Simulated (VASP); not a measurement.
**In: single point with PBEsol**

In:

```xyz
1
Lattice="3.1303 0.0000 0.0000 0.0000 3.1303 0.0000 0.0000 0.0000 3.1303" Properties=species:S:1:pos:R:3 pbc="T T T"
In    0.0000    0.0000    0.0000
```

This cell differs from its parent crystal: volume scaled by 1.12.

```json
{
 "Program": "VASP 6.6.1",
 "Task": "single point",
 "Functional": "PBEsol",
 "Potentials or basis": "VASP PAW PBE potentials, release 64 (In_d)",
 "Cutoff": "520 eV",
 "k mesh": "12 × 12 × 12",
 "Occupations": "fermi-dirac, width 0.1 eV",
 "Spin": "no spin polarisation"
}
```

- Pressure: -3.4 GPa

Levels at points of the mesh, in eV from the Fermi level:
```
           k point  band 2  band 3  band 4  band 5  band 6  band 7  band 8  band 9  band 10  band 11
(0.00, 0.00, 0.00)  -14.75  -14.16  -14.16  -14.16   -8.60    6.90    6.90    6.90    10.03    10.03
(0.50, 0.00, 0.00)  -14.33  -14.32  -14.32  -14.15   -5.32   -3.09    9.68    9.68    12.31    12.45
(0.50, 0.50, 0.00)  -14.52  -14.30  -14.30  -13.99   -1.89   -0.52   -0.52    3.84    12.79    14.84
(0.50, 0.50, 0.50)  -14.53  -14.53  -13.98  -13.98    1.98    1.98    1.98    2.06     6.96     6.96
```

It took 13 s on 1 thread of Intel(R) Xeon(R) Platinum 8259CL CPU @ 2.50GHz (Skylake/Cascade Lake) (shared host), peak memory 0.15 GiB.

Caveat: the PAW data sets were made with another functional, which shifts forces and pressure a little; spin-orbit coupling is left out, which moves the levels of the heavy elements.
